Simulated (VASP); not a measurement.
Set up this calculation in VASP 6.6.1, as the native input.

```yaml
Task: single point
Functional: PBE
Potentials_or_basis: VASP PAW PBE potentials, release 64 (Si, W_sv)
Cutoff: 520 eV
k_mesh: 18 × 18 × 18
Occupations: gaussian, width 0.05 eV
Spin: no spin polarisation
Dipole_correction: no
Further_INCAR_settings: ALGO = Normal; EDIFF = 1e-07; NBANDS = 18
```

The structure of Si2W lies in POSCAR:

```
Si2W
1.0
   -1.5910857466      1.5910857466      3.8882299855
    1.5910857466     -1.5910857466      3.8882299855
    1.5910857466      1.5910857466     -3.8882299855
Si W
2 1
Direct
    0.3339486883      0.3339486883      0.0000000000
    0.6660513117      0.6660513117      0.0000000000
    0.0000000000      0.0000000000      0.0000000000
```

These files were run (other wordings do the same):

INCAR

```
PREC = Accurate ; ENCUT = 520
EDIFF = 1E-7 ; ISMEAR = 0
SIGMA = 0.05 ; LREAL = False
LASPH = True ; NELM = 100
ALGO = Normal ; ISIF = 2
LWAVE = False ; LCHARG = False
GGA = PE ; NBANDS = 18
```

KPOINTS

```
regular mesh
0
Gamma
  18 18 18
```

Potentials or basis: VASP PAW PBE potentials, release 64 (Si, W_sv).

The run is started by

```bash
$ cat potpaw_PBE.64/Si/POTCAR potpaw_PBE.64/W_sv/POTCAR > POTCAR
$ mpirun -np 1 vasp_std > vasp.out
```

It gave:

- Pressure: 9.8 GPa
- Largest force: 0.006 eV/Å
- Band gap on the k mesh: zero (bands 11 and 12 overlap by 1.36 eV)

Caveat: the cell stands under pressure; spin-orbit coupling is left out, which moves the levels of the heavy elements.

Run time: 3.1 min on 1 thread of Intel(R) Xeon(R) 6975P-C (Granite Rapids), with other jobs on the host, peak memory 0.45 GiB.
